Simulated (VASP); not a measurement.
Runs of VASP 6.6.1 on Ti. The structure is that of space group Fm-3m (No. 225), or close to it. The cells are those of the table. This isn't the form of Ti at room conditions, which is hcp.

```csv
level,cell,k mesh,smearing,gap on the mesh (eV),pressure (GPa)
PBE,"a = 2.947 Å, angles 60.0°, 1 atom",16 × 16 × 16,fermi-dirac 0.0612256 eV,none,-4.1
r2SCAN,"a = 2.829 Å, angles 60.0°, 1 atom",14 × 14 × 14,fermi-dirac 0.1 eV,none,(c)
PBE,"a = 2.849 Å, angles 60.0°, 1 atom",16 × 16 × 16,fermi-dirac 0.0612256 eV,none,7.0
PBE,"a = 2.928 Å, angles 60.0°, 1 atom",16 × 16 × 16,fermi-dirac 0.0612256 eV,none,(b)
PBE,"a = 2.965 Å, angles 60.0°, 1 atom",16 × 16 × 16,fermi-dirac 0.0612256 eV,none,-5.8
r2SCAN,"a = 2.859 Å, angles 60.0°, 1 atom",14 × 14 × 14,fermi-dirac 0.1 eV,none,6.6
PBE,"a = 2.908 Å, angles 60.0°, 1 atom",16 × 16 × 16,fermi-dirac 0.0612256 eV,none,-0.3
PBE,"a = 2.869 Å, angles 60.0°, 1 atom",16 × 16 × 16,fermi-dirac 0.0612256 eV,none,(a)
PBE,"a = 2.889 Å, angles 60.0°, 1 atom",16 × 16 × 16,fermi-dirac 0.0612256 eV,none,2.0
```

Alike in all rows: task single point; potentials or basis VASP PAW PBE potentials, release 64 (Ti_sv); no spin polarisation; cutoff (eV) 520.

**Question.** Fill in the values left out.

**Answer.** (a) 4.4; (b) -2.3; (c) 11.1.

Caveats: the cell stands under pressure (at least some runs); the cell stands under tension (at least some runs); the PAW data sets were made with another functional, which shifts forces and pressure a little (at least some runs).

A gap of «none» marks levels without a gap at the run's occupations.
